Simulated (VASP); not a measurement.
Si3Au:

```xyz
4
Lattice="0.0000 3.1134 3.1134 3.1134 0.0000 3.1134 3.1134 3.1134 0.0000" Properties=species:S:1:pos:R:3 pbc="T T T"
Si    3.1134    3.1134    3.1134
Si    1.5567    1.5567    1.5567
Si    4.6701    4.6701    4.6701
Au    0.0000    0.0000    0.0000
```

- Program: VASP 6.6.1
- Task: relaxation of cell and atoms
- Functional: PBE
- Potentials or basis: VASP PAW PBE potentials, release 64 (Si, Au)
- Cutoff: 600 eV
- k mesh: 6 × 6 × 6
- Occupations: gaussian, width 0.1 eV
- Spin: no spin polarisation

At the start: pressure 10.0 GPa; volume 15.09 Å³/atom.

Task: Where does the relaxation end?

Result: Over 3 steps the energy falls by 36.9 meV/atom and the volume is 16.37 Å³/atom (+8.5 %); space group Fm-3m (No. 225, to 0.05 Å).

Step by step:
| step | energy change (eV) | largest force (eV/Å) | pressure (GPa) | volume (Å³) |
| --- | --- | --- | --- | --- |
| 1 | 0.0000 | 0.0000 | 9.96 | 60.36 |
| 2 | -0.0965 | 0.0000 | -4.49 | 68.93 |
| 3 | -0.1476 | 0.0000 | 0.02 | 65.50 |

Final structure:
```
Si Au
1.0
     0.00000    3.19937    3.19937
     3.19937    0.00000    3.19937
     3.19937    3.19937    0.00000
Si Au
3 1
Direct
  0.50000 0.50000 0.50000
  0.25000 0.25000 0.25000
  0.75000 0.75000 0.75000
  0.00000 0.00000 0.00000
```
